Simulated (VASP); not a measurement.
Wanted: the native input for a VASP 6.6.1 run.

- Task: single point
- Functional: PBEsol
- Dispersion: D3(BJ)
- Potentials or basis: VASP PAW PBE potentials, release 64 (W_sv, S)
- Cutoff: 520 eV
- k mesh: 12 × 12 × 12
- Occupations: gaussian, width 0.05 eV
- Spin: no spin polarisation
- Dipole correction: no
- Further INCAR settings: ALGO = Normal; EDIFF = 1e-06; NBANDS = 20

The structure of WS2 lies in POSCAR:

```
WS2
1.0
    1.5790003843      0.9116362969      6.1633300000
   -1.5790003843      0.9116362969      6.1633300000
    0.0000000000     -1.8232725938      6.1633300000
W S
1 2
Direct
    0.0000000000      0.0000000000      0.0000000000
    0.7503000000      0.7503000000      0.7503000000
    0.4831573234      0.6175031010      0.6666770685
```

This cell differs from its parent crystal: atom 3 (S) moved by (-0.300, +0.150) A along [1 1 0] and z.

These files were run (other wordings do the same):

INCAR

```
  PREC = Accurate
  ENCUT = 520
  EDIFF = 1E-6
  ISMEAR = 0
  SIGMA = 0.05
  LREAL = False
  LASPH = True
  NELM = 100
  ALGO = Normal
  ISIF = 2
  LWAVE = False
  LCHARG = False
  GGA = PS
  IVDW = 12
  NBANDS = 20
```

KPOINTS

```
regular mesh
0
Gamma
  12 12 12
```

Potentials or basis: VASP PAW PBE potentials, release 64 (W_sv, S).

Launch:

```bash
$ cat potpaw_PBE.64/W_sv/POTCAR potpaw_PBE.64/S/POTCAR > POTCAR
$ mpirun -np 1 vasp_std > vasp.out
```

It gave:

| Property | Result |
| --- | --- |
| Pressure | 9.7 GPa |
| Largest force | 6.768 eV/Å |
| Band gap on the k mesh | 0.67 eV (least direct gap 1.03 eV) |
| Dispersion energy per atom | -0.384 eV |

Caveat: the cell differs from its parent crystal (atom 3 (S) moved by (-0.300, +0.150) A along [1 1 0] and z); the stress differs along the axes, from -0 to 19 GPa; the PAW data sets were made with another functional, which shifts forces and pressure a little; spin-orbit coupling is left out, which moves the levels of the heavy elements.

Run time: 36 min on 1 thread of Intel Xeon 8259CL (shared host), peak memory 0.99 GiB.
